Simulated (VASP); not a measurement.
# CrGe2 (I4_1/amd) in VASP: single point with PBE

Aim: the single point of CrGe2 with PBE.

Everything below comes from runs of VASP 6.6.1. Logs are shortened: lines on timing, memory, paths and dates and some standing lists are left out, and cuts for length are marked.

## Step 1: The cell of the first run

The structure is tetragonal, space group I4_1/amd (No. 141). The conventional cell has a = 3.736 Å, b = 3.736 Å, c = 12.324 Å, α = 90.00°, β = 90.00°, γ = 90.00°. Within 2.9 Å of Ge (site symmetry 2mm) lie 3 Ge at 2.07 to 2.12 Å and 6 Cr at 2.77 to 2.84 Å. Cr (site symmetry -4m2) has 12 Ge at 2.77 to 2.84 Å and 8 Cr at 3.60 to 3.74 Å within 3.8 Å.

## Step 2: Single point, PBE

The input, INCAR:

```
SYSTEM = CrGe2
PREC = Accurate ; ENCUT = 520
EDIFF = 1E-7 ; ISMEAR = -1
SIGMA = 0.1 ; LREAL = .False.
LASPH = .True. ; NELM = 100
ALGO = Normal ; ISIF = 2
LWAVE = .False. ; LCHARG = .False.
GGA = PE ; NBANDS = 49
```

The input, KPOINTS:

```
regular mesh
0
Gamma
  9 9 9
  0 0 0
```

The input, POSCAR:

```
CrGe2
1.0
    0.0000000000      3.7361640000      0.0000000000
    3.7361640000      0.0000000000      0.0000000000
    1.8680820000      1.8680820000     -6.1618080000
Ge Cr
4 2
Direct
    0.4160000000      0.4160000000      0.1680000000
    0.1660000000      0.6660000000      0.6680000000
    0.3340000000      0.8340000000      0.3320000000
    0.5840000000      0.5840000000      0.8320000000
    0.0000000000      0.0000000000      0.0000000000
    0.7500000000      0.2500000000      0.5000000000
```

Potentials or basis: VASP PAW PBE potentials, release 64 (Ge_d, Cr_pv).

Command:

```sh
> cat potpaw_PBE.64/Ge_d/POTCAR potpaw_PBE.64/Cr_pv/POTCAR > POTCAR
> mpirun -np 1 vasp_std > vasp.out
```

OUTCAR:

```text
SYSTEM = CrGe2
   PREC = Accurate
   ENCUT = 520
   EDIFF = 1E-7
   ISMEAR = -1
   LREAL = .False.
   LASPH = .True.
   NELM = 100
   ISIF = 2
   GGA = PE

 ion  position               nearest neighbor table
   1  0.416  0.416  0.168-   4 2.07   3 2.12   3 2.12   6 2.77   6 2.77   5 2.84   5 2.84   5 2.84
                             5 2.84
   2  0.166  0.666  0.668-   3 2.07   4 2.12   4 2.12   5 2.77   5 2.77   6 2.84   6 2.84   6 2.84
                             6 2.84
   3  0.334  0.834  0.332-   2 2.07   1 2.12   1 2.12   5 2.77   5 2.77   6 2.84   6 2.84   6 2.84
                             6 2.84
   4  0.584  0.584  0.832-   1 2.07   2 2.12   2 2.12   6 2.77   6 2.77   5 2.84   5 2.84   5 2.84
                             5 2.84
   5  0.000  0.000  0.000-   2 2.77   3 2.77   3 2.77   2 2.77   4 2.84   1 2.84   4 2.84   1 2.84
                             1 2.84   4 2.84   4 2.84   1 2.84
   6  0.750  0.250  0.500-   1 2.77   4 2.77   4 2.77   1 2.77   2 2.84   3 2.84   3 2.84   2 2.84
                             3 2.84   2 2.84   3 2.84   2 2.84

  LATTYP: Found a body centered tetragonal cell.
 ALAT       =     3.7361640000
 C/A-ratio  =     3.2984676262

  Lattice vectors:

 A1 = (  -1.8680820000,   1.8680820000,   6.1618080000)
 A2 = (   1.8680820000,  -1.8680820000,   6.1618080000)
 A3 = (   1.8680820000,   1.8680820000,  -6.1618080000)

Analysis of symmetry for initial positions (statically):
=====================================================================
 Subroutine PRICEL returns:
 Original cell was already a primitive cell.

 Routine SETGRP: Setting up the symmetry group for a
 body centered tetragonal supercell.

 Subroutine GETGRP returns: Found 16 space group operations
 (whereof  8 operations were pure point group operations)
 out of a pool of 16 trial point group operations.

The static configuration has the point symmetry D_2d.
 The point group associated with its full space group is D_4h.

Analysis of symmetry for dynamics (positions and initial velocities):
=====================================================================
 Subroutine PRICEL returns:
 Original cell was already a primitive cell.

 Routine SETGRP: Setting up the symmetry group for a
 body centered tetragonal supercell.

 Subroutine GETGRP returns: Found 16 space group operations
 (whereof  8 operations were pure point group operations)
 out of a pool of 16 trial point group operations.

The dynamic configuration has the point symmetry D_2d.
 The point group associated with its full space group is D_4h.

 Subroutine INISYM returns: Found 16 space group operations
 (whereof  8 operations are pure point group operations),
 and found     1 'primitive' translations

----------------------------------------------------------------------------------------

                                     Primitive cell

  volume of cell :      86.0122

  direct lattice vectors                    reciprocal lattice vectors
     0.000000000  3.736164000  0.000000000     0.000000000  0.267654204  0.081145015
     3.736164000  0.000000000  0.000000000     0.267654204  0.000000000  0.081145015
     1.868082000  1.868082000 -6.161808000     0.000000000  0.000000000 -0.162290029

  length of vectors
     3.736164000  3.736164000  6.704277630     0.279684261  0.279684261  0.162290029

  position of ions in fractional coordinates (direct lattice)
     0.416000000  0.416000000  0.168000000
     0.166000000  0.666000000  0.668000000
     0.334000000  0.834000000  0.332000000
     0.584000000  0.584000000  0.832000000
     0.000000000  0.000000000  0.000000000
     0.750000000  0.250000000  0.500000000

  ion indices of the primitive-cell ions
   primitive index   ion index
                 1           1
                 2           2
                 3           3
                 4           4
                 5           5
                 6           6

----------------------------------------------------------------------------------------

 KPOINTS: regular mesh

Automatic generation of k-mesh.
 Grid dimensions read from file:
 generate k-points for:    9    9    9

 Generating k-lattice:

  Cartesian coordinates                     Fractional coordinates (reciprocal lattice)
     0.000000000  0.029739356  0.009016113     0.111111111  0.000000000  0.000000000
     0.029739356  0.000000000  0.009016113     0.000000000  0.111111111  0.000000000
     0.000000000  0.000000000 -0.018032225     0.000000000  0.000000000  0.111111111

  Length of vectors
     0.031076029  0.031076029  0.018032225

  Shift w.r.t. Gamma in fractional coordinates (k-lattice)
     0.000000000  0.000000000  0.000000000

 Subroutine IBZKPT returns following result:
 ===========================================

 Found     75 irreducible k-points:

 Following reciprocal coordinates:
            Coordinates               Weight
  0.000000  0.000000  0.000000      1.000000
  0.111111  0.000000  0.000000      8.000000
  0.222222  0.000000  0.000000      8.000000
  0.333333  0.000000  0.000000      8.000000
  0.444444  0.000000  0.000000      8.000000
  0.111111  0.111111  0.000000      8.000000
[... 16 lines left out ...]
 -0.333333  0.333333  0.000000      4.000000
  0.444444  0.444444  0.000000      8.000000
 [... further k-points ...]
   k-points           NKPTS =     75   k-points in BZ     NKDIM =     75   number of bands    NBANDS=     49
   number of dos      NEDOS =    301   number of ions     NIONS =      6
   total plane-waves  NPLWV =  39200
   dimension x,y,z NGX =    28 NGY =   28 NGZ =   50
   dimension x,y,z NGXF=    56 NGYF=   56 NGZF=  100
   ions per type =               4   2
   NGX,Y,Z   is equivalent  to a cutoff of  12.46, 12.46, 12.40 a.u.
   NGXF,Y,Z  is equivalent  to a cutoff of  24.92, 24.92, 24.80 a.u.
 SYSTEM =  CrGe2
   PREC   = accura    normal or accurate (medium, high low for compatibility)
   ISTART =      0    job   : 0-new  1-cont  2-samecut
   ICHARG =      2    charge: 1-file 2-atom 10-const
   ISPIN  =      1    spin polarized calculation?
   LNONCOLLINEAR =      F non collinear calculations
   LSORBIT =      F    spin-orbit coupling
   LASPH  =      T    aspherical Exc in radial PAW
   ENCUT  =  520.0 eV  38.22 Ry    6.18 a.u.   6.95  6.95 12.47*2*pi/ulx,y,z
   NELM   =    100;   NELMIN=  2; NELMDL= -5     # of ELM steps
   EDIFF  = 0.1E-06   stopping-criterion for ELM
   LREAL  =      F    real-space projection
   EDIFFG = 0.1E-05   stopping-criterion for IOM
   NSW    =      0    number of steps for IOM
   IBRION =     -1    ionic relax: 0-MD 1-quasi-New 2-CG
   NFREE  =      0    steps in history (QN), initial steepest desc. (CG)
   ISIF   =      2    stress and relaxation
   ISYM   =      2    0-nonsym 1-usesym 2-fastsym
   POTIM  = 0.5000    time-step for ionic-motion
   TEBEG  =    0.0;   TEEND  =   0.0 temperature during run
   PSTRESS=    0.0 pullay stress
   NELECT =      80.0000    total number of electrons
   NUPDOWN=      -1.0000    fix difference up-down
   EMIN   =  10.00;   EMAX   =-10.00  energy-range for DOS
   EFERMI =   0.00;   METHOD = LEGACY
   ISMEAR =    -1;   SIGMA  =   0.10  broadening in eV -4-tet -1-fermi 0-gaus
   EFERMI_NEDOS =   21; number of points for ismear=-14 and -15
   IALGO  =     38    algorithm
   IMIX   =      4    mixing-type and parameters
     AMIX     =   0.40;   BMIX     =  1.00
     AMIX_MAG =   1.60;   BMIX_MAG =  1.00
  volume/ion in A,a.u.               =      14.34        96.74
  Fermi-wavevector in a.u.,A,eV,Ry     =   1.598030  3.019838 34.745179  2.553699
  Thomas-Fermi vector in A             =   2.695543
   LORBIT       =      0    0 simple, 1 ext, 2 COOP (PROOUT), +10 PAW based schemes
   GGA     = PE    functional components
   LHFCALC =     F    Hartree Fock is set to
   AEXX    =    0.0000 exact exchange contribution
   IVDW    =     0    specifies the selected vdW correction
   LEPSILON=     F    determine dielectric tensor
   LRPA    =     F    only Hartree local field effects (RPA)
 non-spin polarized calculation
  energy-cutoff  :      520.00
  volume of cell :       86.01
 maximum number of plane-waves:      2342
   NGX = 13   NGY = 13   NGZ = 25

 number of electron      79.9999978 magnetization

 Free energy of the ion-electron system (eV)
  ---------------------------------------------------
  ext. energy  EPLUGINS =         0.00000000
  ---------------------------------------------------
  free energy    TOTEN  =       -26.31380484 eV

  energy without entropy =      -25.93186094  energy(sigma->0) =      -26.12283289

 E-fermi :  10.0841     XC(G=0): -12.4666

 val. band max:       10.0840673909   @ k =  -0.1111   0.0000   0.4444
 cond. band min:      10.0854580340   @ k =   0.3333   0.2222   0.1111
 fundamental gap:      0.0013906431
 Fermi energy:        10.0841345472

 k-point     1 :       0.0000    0.0000    0.0000
  band No.  band energies     occupation
      1     -32.8893      2.00000
      2     -32.8703      2.00000
      3     -32.8336      2.00000
      4     -32.8336      2.00000
      5     -32.8321      2.00000
      6     -32.8321      2.00000
[... 41 lines left out ...]
     48      12.9807      0.00000
     49      13.9173      0.00000

 k-point     2 :       0.1111    0.0000    0.0000
  band No.  band energies     occupation
      1     -32.8888      2.00000
      2     -32.8707      2.00000
      3     -32.8346      2.00000
      4     -32.8336      2.00000
      5     -32.8332      2.00000
      6     -32.8319      2.00000
[... 41 lines left out ...]
     48      13.1260      0.00000
     49      13.9677      0.00000

 k-point     3 :       0.2222    0.0000    0.0000
  band No.  band energies     occupation
      1     -32.8873      2.00000
      2     -32.8717      2.00000
      3     -32.8372      2.00000
      4     -32.8360      2.00000
      5     -32.8336      2.00000
      6     -32.8315      2.00000
[... 1081 lines left out ...]
     48      13.4267      0.00000
     49      14.1565      0.00000

 k-point    24 :       0.4444    0.4444    0.0000
  band No.  band energies     occupation
      1     -32.8789      2.00000
      2     -32.8784      2.00000
      3     -32.8410      2.00000
      4     -32.8409      2.00000
      5     -32.8402      2.00000
      6     -32.8400      2.00000
[... 41 lines left out ...]
     48      12.7629      0.00000
     49      13.0878      0.00000

 [... further k-points ...]
[... 5 lines left out ...]
  --------------------------------------------------------------------------------------
  -------------------------------------------------------------------------------------
  Total       13.9152070     13.9152070     31.2679258      0.0000000      0.0000000      0.0000000
  in kB      259.2031224    259.2031224    582.4379042      0.0000000      0.0000000      0.0000000
  external PRESSURE =     366.9480497 kB  Pullay stress =       0.0000000 kB

 VOLUME and BASIS-vectors are now :
 -----------------------------------------------------------------------------
  energy-cutoff  :      520.00
  volume of cell :       86.01
      direct lattice vectors                 reciprocal lattice vectors
     0.000000000  3.736164000  0.000000000     0.000000000  0.267654204  0.081145015
     3.736164000  0.000000000  0.000000000     0.267654204  0.000000000  0.081145015
     1.868082000  1.868082000 -6.161808000     0.000000000  0.000000000 -0.162290029

 POSITION                                       TOTAL-FORCE (eV/Angst)
 -----------------------------------------------------------------------------------
      1.86808      1.86808     -1.03518         0.000000      0.000000     -1.383396
      3.73616      1.86808     -4.11609         0.000000      0.000000     -1.383396
      3.73616      1.86808     -2.04572        -0.000000     -0.000000      1.383396
      3.73616      3.73616     -5.12662        -0.000000     -0.000000      1.383396
      0.00000      0.00000      0.00000        -0.000000     -0.000000      0.000000
      1.86808      3.73616     -3.08090         0.000000      0.000000      0.000000
 -----------------------------------------------------------------------------------
    total drift:                                0.000000      0.000000     -0.000000

  FREE ENERGIE OF THE ION-ELECTRON SYSTEM (eV)
  ---------------------------------------------------
  free  energy   TOTEN  =       -26.3138048411 eV

  energy  without entropy=      -25.9318609358  energy(sigma->0) =      -26.12283289
```

Wall time 4.9 min (1 thread of Oxide Virtual Turin-like, shared host); peak memory 0.33 GiB.

Results:

```
Free energy            : -26.3138 eV
Pressure               : 36.7 GPa
Largest force          : 1.383 eV/Å
Band gap on the k mesh : zero (bands 40 and 41 overlap by 0.42 eV)
```

Forces in eV/Å, atoms in the order of the input:
```
Ge   0.000  0.000 -1.383
Ge   0.000  0.000 -1.383
Ge   0.000  0.000  1.383
Ge   0.000  0.000  1.383
Cr   0.000  0.000  0.000
Cr   0.000  0.000  0.000
```

Stress tensor (GPa, compression positive):
```
25.92  0.00  0.00
 0.00 25.92  0.00
 0.00  0.00 58.24
```

Levels at points of the mesh, in eV from the Fermi level:
```tsv
k point	band 36	band 37	band 38	band 39	band 40	band 41	band 42	band 43	band 44	band 45
(0.00, 0.00, 0.00)	-2.01	-0.94	-0.63	-0.36	-0.14	-0.14	0.26	0.32	0.46	0.46
```

Caveat: the stress differs along the axes, from 26 to 58 GPa; the run has no spin polarisation, though such a crystal can be magnetic; forces of over 1 eV/Å act on the atoms, so gaps and moduli don't describe the material at rest.
